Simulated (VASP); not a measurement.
Crystal: MgO.

```
Mg O
1.0
     0.00000    2.09700    2.09700
     2.09700    0.00000    2.09700
     2.09700    2.09700    0.00000
Mg O
1 1
Direct
  0.00000 0.00000 0.00000
  0.50000 0.50000 0.50000
```

* Program: VASP 6.6.1
* Task: relaxation of cell and atoms
* Functional: LDA
* Potentials or basis: VASP PAW LDA potentials, release 64 (Mg_sv, O)
* Cutoff: 750 eV
* k mesh: 11 × 11 × 11
* Occupations: fermi-dirac, width 0.05 eV
* Spin: no spin polarisation

At the start: pressure -4.1 GPa; volume 9.22 Å³/atom.

How do energy, volume and symmetry change on relaxing?

Over 3 steps the energy falls by 2.8 meV/atom and the volume is 9.00 Å³/atom (-2.4 %); space group Fm-3m (No. 225, to 0.1 Å) before and after.

The path:
```csv
step,energy change (eV),largest force (eV/Å),pressure (GPa),volume (Å³)
1,0.0000,0.0000,-4.11,18.44
2,-0.0045,0.0000,1.90,17.82
3,-0.0056,0.0000,-0.01,18.01
```

Final structure:
```yaml
crystal:
  lattice:
    - [0.00000, 2.08039, 2.08039]
    - [2.08039, 0.00000, 2.08039]
    - [2.08039, 2.08039, 0.00000]
  atoms:
    - { symbol: Mg, position: [0.00000, 0.00000, 0.00000] }
    - { symbol: O, position: [0.50000, 0.50000, 0.50000] }
```
